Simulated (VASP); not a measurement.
# AlNi (Pm-3m) in VASP: single point with PBEsol

Aim: the single point of AlNi with PBEsol.

Program: VASP 6.6.1. These are calculated values, not measurements. Logs are shortened: lines on timing, memory, paths and dates and some standing lists are left out, and cuts for length are marked.

### 1 The cell of the first run

Symmetry: Pm-3m, No. 221, cubic system. The conventional cell has a = 2.862 Å, b = 2.862 Å, c = 2.862 Å, α = 90.00°, β = 90.00°, γ = 90.00°. Within 3.3 Å of Al (site symmetry m-3m) lie 8 Ni at 2.48 Å and 6 Al at 2.86 Å. Within 3.3 Å of Ni (site symmetry m-3m) lie 8 Al at 2.48 Å and 6 Ni at 2.86 Å.

### 2 Single point, PBEsol

The input, INCAR:

```
ALGO = Normal ; EDIFF = 1E-6
ENCUT = 600 ; GGA = PS
GGA_COMPAT = F ; ISIF = 2
ISMEAR = 0 ; LASPH = T
LCHARG = T ; LELF = T
LREAL = F ; LVHAR = T
LWAVE = F ; NBANDS = 28
NELM = 120 ; PREC = Accurate
SIGMA = 0.15
```

The input, KPOINTS:

```
k-points
0
Gamma
  15 15 5
```

The input, POSCAR:

```
AlNi
1.0
    0.0000000000     -2.8618233747      0.0000000000
    0.0000000000      0.0000000000     -2.8618233747
    8.5854701242      0.0000000000      0.0000000000
Al Ni
3 3
Direct
    1.0000000000      0.0000000000      0.3333333333
    1.0000000000      0.0000000000      0.6666666667
    1.0000000000      0.0000000000      0.0000000000
    0.5000000000      0.5000000000      0.1666666667
    0.5000000000      0.5000000000      0.5000000000
    0.5000000000      0.5000000000      0.8333333333
```

Potentials or basis: VASP PAW PBE potentials, release 64 (Al, Ni).

The run is started by

```
cat potpaw_PBE.64/Al/POTCAR potpaw_PBE.64/Ni/POTCAR > POTCAR
mpirun -np 1 vasp_std > vasp.out
```

OUTCAR:

```text
EDIFF = 1E-6
   ENCUT = 600
   GGA = PS
   ISIF = 2
   ISMEAR = 0
   LASPH = T
   LREAL = F
   NELM = 120
   PREC = Accurate

 ion  position               nearest neighbor table
   1  0.000  0.000  0.333-   4 2.48   4 2.48   4 2.48   4 2.48   5 2.48   5 2.48   5 2.48   5 2.48
                             3 2.86   2 2.86
   2  0.000  0.000  0.667-   6 2.48   6 2.48   6 2.48   6 2.48   5 2.48   5 2.48   5 2.48   5 2.48
                             3 2.86   1 2.86
   3  0.000  0.000  0.000-   4 2.48   6 2.48   4 2.48   6 2.48   4 2.48   6 2.48   4 2.48   6 2.48
                             1 2.86   2 2.86
   4  0.500  0.500  0.167-   1 2.48   1 2.48   1 2.48   1 2.48   3 2.48   3 2.48   3 2.48   3 2.48
                             5 2.86   6 2.86
   5  0.500  0.500  0.500-   1 2.48   2 2.48   1 2.48   2 2.48   1 2.48   2 2.48   1 2.48   2 2.48
                             4 2.86   6 2.86
   6  0.500  0.500  0.833-   2 2.48   2 2.48   2 2.48   2 2.48   3 2.48   3 2.48   3 2.48   3 2.48
                             5 2.86   4 2.86

  LATTYP: Found a simple tetragonal cell.
 ALAT       =     2.8618233747
 C/A-ratio  =     3.0000000000

  Lattice vectors:

 A1 = (   0.0000000000,  -2.8618233747,   0.0000000000)
 A2 = (   0.0000000000,   0.0000000000,  -2.8618233747)
 A3 = (   8.5854701242,   0.0000000000,   0.0000000000)

Analysis of symmetry for initial positions (statically):
=====================================================================
 Subroutine PRICEL returns following result:

  LATTYP: Found a simple cubic cell.
 ALAT       =     2.8618233747

  Lattice vectors:

 A1 = (   0.0000000000,  -2.8618233747,   0.0000000000)
 A2 = (   0.0000000000,   0.0000000000,  -2.8618233747)
 A3 = (   2.8618233744,   0.0000000000,   0.0000000000)

   3 primitive cells build up your supercell.

 Routine SETGRP: Setting up the symmetry group for a
 simple tetragonal supercell.

 Subroutine GETGRP returns: Found 16 space group operations
 (whereof 16 operations were pure point group operations)
 out of a pool of 16 trial point group operations.

The static configuration has the point symmetry D_4h.

Analysis of symmetry for dynamics (positions and initial velocities):
=====================================================================
 Subroutine PRICEL returns following result:

  LATTYP: Found a simple cubic cell.
 ALAT       =     2.8618233747

  Lattice vectors:

 A1 = (   0.0000000000,  -2.8618233747,   0.0000000000)
 A2 = (   0.0000000000,   0.0000000000,  -2.8618233747)
 A3 = (   2.8618233744,   0.0000000000,   0.0000000000)

   3 primitive cells build up your supercell.

 Routine SETGRP: Setting up the symmetry group for a
 simple tetragonal supercell.

 Subroutine GETGRP returns: Found 16 space group operations
 (whereof 16 operations were pure point group operations)
 out of a pool of 16 trial point group operations.

The dynamic configuration has the point symmetry D_4h.

 Subroutine INISYM returns: Found 16 space group operations
 (whereof 16 operations are pure point group operations),
 and found     3 'primitive' translations

----------------------------------------------------------------------------------------

                                     Primitive cell

  volume of cell :      23.4384

  direct lattice vectors                    reciprocal lattice vectors
     0.000000000 -2.861823375  0.000000000     0.000000000 -0.349427574  0.000000000
     0.000000000  0.000000000 -2.861823375     0.000000000  0.000000000 -0.349427574
     2.861823374  0.000000000  0.000000000     0.349427574  0.000000000  0.000000000

  length of vectors
     2.861823375  2.861823375  2.861823374     0.349427574  0.349427574  0.349427574

  position of ions in fractional coordinates (direct lattice)
     0.000000000  0.000000000  1.000000000
     0.500000000  0.500000000  0.500000000

  ion indices of the primitive-cell ions
   primitive index   ion index
                 1           1
                 2           4

----------------------------------------------------------------------------------------

 KPOINTS: k-points

Automatic generation of k-mesh.
 Grid dimensions read from file:
 generate k-points for:   15   15    5

 Generating k-lattice:

  Cartesian coordinates                     Fractional coordinates (reciprocal lattice)
     0.000000000 -0.023295172  0.000000000     0.066666667  0.000000000  0.000000000
     0.000000000  0.000000000 -0.023295172     0.000000000  0.066666667  0.000000000
     0.023295172  0.000000000  0.000000000     0.000000000  0.000000000  0.200000000

  Length of vectors
     0.023295172  0.023295172  0.023295172

  Shift w.r.t. Gamma in fractional coordinates (k-lattice)
     0.000000000  0.000000000  0.000000000

 Subroutine IBZKPT returns following result:
 ===========================================

 Found    108 irreducible k-points:

 Following reciprocal coordinates:
            Coordinates               Weight
  0.000000  0.000000  0.000000      1.000000
  0.066667  0.000000  0.000000      4.000000
  0.133333  0.000000  0.000000      4.000000
  0.200000  0.000000  0.000000      4.000000
  0.266667  0.000000  0.000000      4.000000
  0.333333  0.000000  0.000000      4.000000
[... 16 lines left out ...]
  0.266667  0.200000  0.000000      8.000000
  0.333333  0.200000  0.000000      8.000000
 [... further k-points ...]
   k-points           NKPTS =    108   k-points in BZ     NKDIM =    108   number of bands    NBANDS=     28
   number of dos      NEDOS =    301   number of ions     NIONS =      6
   total plane-waves  NPLWV =  40320
   dimension x,y,z NGX =    24 NGY =   24 NGZ =   70
   dimension x,y,z NGXF=    48 NGYF=   48 NGZF=  140
   ions per type =               3   3
   NGX,Y,Z   is equivalent  to a cutoff of  13.94, 13.94, 13.55 a.u.
   NGXF,Y,Z  is equivalent  to a cutoff of  27.88, 27.88, 27.11 a.u.
 SYSTEM =  unknown system
   PREC   = accura    normal or accurate (medium, high low for compatibility)
   ISTART =      0    job   : 0-new  1-cont  2-samecut
   ICHARG =      2    charge: 1-file 2-atom 10-const
   ISPIN  =      1    spin polarized calculation?
   LNONCOLLINEAR =      F non collinear calculations
   LSORBIT =      F    spin-orbit coupling
   LASPH  =      T    aspherical Exc in radial PAW
   ENCUT  =  600.0 eV  44.10 Ry    6.64 a.u.   5.72  5.72 17.15*2*pi/ulx,y,z
   NELM   =    120;   NELMIN=  2; NELMDL= -5     # of ELM steps
   EDIFF  = 0.1E-05   stopping-criterion for ELM
   LREAL  =      F    real-space projection
   EDIFFG = 0.1E-04   stopping-criterion for IOM
   NSW    =      0    number of steps for IOM
   IBRION =     -1    ionic relax: 0-MD 1-quasi-New 2-CG
   NFREE  =      0    steps in history (QN), initial steepest desc. (CG)
   ISIF   =      2    stress and relaxation
   ISYM   =      2    0-nonsym 1-usesym 2-fastsym
   POTIM  = 0.5000    time-step for ionic-motion
   TEBEG  =    0.0;   TEEND  =   0.0 temperature during run
   PSTRESS=    0.0 pullay stress
   NELECT =      39.0000    total number of electrons
   NUPDOWN=      -1.0000    fix difference up-down
   EMIN   =  10.00;   EMAX   =-10.00  energy-range for DOS
   EFERMI =   0.00;   METHOD = LEGACY
   ISMEAR =     0;   SIGMA  =   0.15  broadening in eV -4-tet -1-fermi 0-gaus
   EFERMI_NEDOS =   21; number of points for ismear=-14 and -15
   IALGO  =     38    algorithm
   IMIX   =      4    mixing-type and parameters
     AMIX     =   0.40;   BMIX     =  1.00
     AMIX_MAG =   1.60;   BMIX_MAG =  1.00
  volume/ion in A,a.u.               =      11.72        79.09
  Fermi-wavevector in a.u.,A,eV,Ry     =   1.345075  2.541823 24.616019  1.809226
  Thomas-Fermi vector in A             =   2.473017
   LORBIT       =      0    0 simple, 1 ext, 2 COOP (PROOUT), +10 PAW based schemes
   GGA     = PS    functional components
   LHFCALC =     F    Hartree Fock is set to
   AEXX    =    0.0000 exact exchange contribution
   IVDW    =     0    specifies the selected vdW correction
   LEPSILON=     F    determine dielectric tensor
   LRPA    =     F    only Hartree local field effects (RPA)
 non-spin polarized calculation
 Gauss-broadening in eV      SIGMA  =   0.15
  energy-cutoff  :      600.00
  volume of cell :       70.32
 maximum number of plane-waves:      2386
 NGX is ok and might be reduce to    24
   NGX = 11   NGY = 11   NGZ = 35

 number of electron      39.0000016 magnetization

 Free energy of the ion-electron system (eV)
  ---------------------------------------------------
  ext. energy  EPLUGINS =         0.00000000
  ---------------------------------------------------
  free energy    TOTEN  =       -34.76880230 eV

  energy without entropy =      -34.73785606  energy(sigma->0) =      -34.75332918

 E-fermi :  10.1756     XC(G=0): -12.2637

 val. band max:       10.1515897682   @ k =   0.4000   0.2000   0.2000
 cond. band min:      10.1803075067   @ k =   0.4000   0.2667   0.4000
 fundamental gap:      0.0287177386
 Fermi energy:        10.1755682234

 k-point     1 :       0.0000    0.0000    0.0000
  band No.  band energies     occupation
      1      -1.1152      2.00000
      2       0.9052      2.00000
      3       0.9052      2.00000
      4       5.6970      2.00000
      5       5.6970      2.00000
      6       6.8281      2.00000
[... 20 lines left out ...]
     27      18.1537      0.00000
     28      18.3795      0.00000

 k-point     2 :       0.0667    0.0000    0.0000
  band No.  band energies     occupation
      1      -1.0321      2.00000
      2       0.9822      2.00000
      3       0.9822      2.00000
      4       5.7407      2.00000
      5       5.7407      2.00000
      6       6.8227      2.00000
[... 20 lines left out ...]
     27      18.2545      0.00000
     28      18.3776      0.00000

 k-point     3 :       0.1333    0.0000    0.0000
  band No.  band energies     occupation
      1      -0.7839      2.00000
      2       1.2116      2.00000
      3       1.2116      2.00000
      4       5.8656      2.00000
      5       5.8656      2.00000
      6       6.7884      2.00000
[... 616 lines left out ...]
      3       2.7245      2.00000
      4       6.5209      2.00000
      5       6.5209      2.00000
      6       6.6062      2.00000
[... 20 lines left out ...]
     27      18.2340      0.00000
     28      18.2411      0.00000

 k-point    24 :       0.3333    0.2000    0.0000
  band No.  band energies     occupation
      1       1.5875      2.00000
      2       3.3104      2.00000
      3       3.3104      2.00000
      4       6.0492      2.00000
      5       6.5475      2.00000
      6       6.5475      2.00000
[... 20 lines left out ...]
     27      16.8850      0.00000
     28      16.8850      0.00000

 [... further k-points ...]

------------------------ aborting loop because EDIFF is reached ----------------------------------------

  FORCE on cell =-STRESS in cart. coord.  units (eV):
  Direction    XX          YY          ZZ          XY          YZ          ZX
  --------------------------------------------------------------------------------------
  -------------------------------------------------------------------------------------
  Total        0.1594941      0.1597957      0.1597957     -0.0000000      0.0000000      0.0000000
  in kB        3.6341711      3.6410441      3.6410441     -0.0000000      0.0000000      0.0000000
  external PRESSURE =       3.6387531 kB  Pullay stress =       0.0000000 kB

 VOLUME and BASIS-vectors are now :
 -----------------------------------------------------------------------------
  energy-cutoff  :      600.00
  volume of cell :       70.32
      direct lattice vectors                 reciprocal lattice vectors
     0.000000000 -2.861823375  0.000000000     0.000000000 -0.349427574  0.000000000
     0.000000000  0.000000000 -2.861823375     0.000000000  0.000000000 -0.349427574
     8.585470124  0.000000000  0.000000000     0.116475858  0.000000000  0.000000000

 POSITION                                       TOTAL-FORCE (eV/Angst)
 -----------------------------------------------------------------------------------
      2.86182      0.00000      0.00000        -0.000000      0.000000      0.000000
      5.72365      0.00000      0.00000        -0.000000      0.000000      0.000000
      0.00000      0.00000      0.00000        -0.000000      0.000000      0.000000
      1.43091     -1.43091     -1.43091         0.000000      0.000000     -0.000000
      4.29274     -1.43091     -1.43091        -0.000000     -0.000000      0.000000
      7.15456     -1.43091     -1.43091        -0.000000      0.000000      0.000000
 -----------------------------------------------------------------------------------
    total drift:                                0.000000     -0.000000      0.000000

  FREE ENERGIE OF THE ION-ELECTRON SYSTEM (eV)
  ---------------------------------------------------
  free  energy   TOTEN  =       -34.7688023050 eV

  energy  without entropy=      -34.7378560591  energy(sigma->0) =      -34.75332918
```

It took 98 s on 1 thread of Intel Xeon 6975P-C (Granite Rapids), shared host; peak memory 0.33 GiB.

Results:

| Item | Value |
| --- | --- |
| Free energy | -34.7688 eV |
| Pressure | 0.4 GPa |
| Band gap on the k mesh | zero (an odd number of electrons rules out a gap without spin polarisation) |

Caveat: the PAW data sets were made with another functional, which shifts forces and pressure a little. Spin polarisation is off, so any magnetic state and its effect on volume and gap are missing.
